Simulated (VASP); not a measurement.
Hg: single point with PBE

Crystal: Hg.

```
Hg
1.0
     3.36717    0.00000    0.00000
     0.00000    5.42481    0.00000
    -1.67688    0.00000    2.98325
Hg
2
Direct
  0.34844 0.75000 0.19577
  0.65156 0.25000 0.80423
```

* Program: VASP 6.6.1
* Task: single point
* Functional: PBE
* Potentials or basis: VASP PAW PBE potentials, release 64 (Hg)
* Cutoff: 520 eV
* k mesh: 9 × 5 × 9
* Occupations: fermi-dirac, width 0.05 eV
* Spin: no spin polarisation
* Dipole correction: no
* Further INCAR settings: ALGO = Fast; EDIFF = 1e-06; NBANDS = 19

```
Pressure               : 1.6 GPa
Largest force          : 0.007 eV/Å
Band gap on the k mesh : zero (band 12 reaches 1.58 eV, above the bottom of band 13 at 0.80 eV)
```

Forces on the atoms (eV/Å):
```
Hg  -0.002  0.000 -0.007
Hg   0.002  0.000  0.007
```

Stress tensor (GPa, compression positive):
```
 1.18  0.00 -0.01
 0.00  1.98  0.00
-0.01  0.00  1.53
```

Levels at points of the mesh, in eV from the Fermi level:
```
           k point  band 10  band 11  band 12  band 13  band 14  band 15
(0.00, 0.00, 0.00)    -5.51    -5.35    -1.29    -0.56    10.82    11.90
```

It took 58 s on 1 thread of Intel(R) Xeon(R) 6975P-C (Granite Rapids) (shared host), peak memory 0.24 GiB.

Caveat: spin-orbit coupling is left out, which moves the levels of the heavy elements.
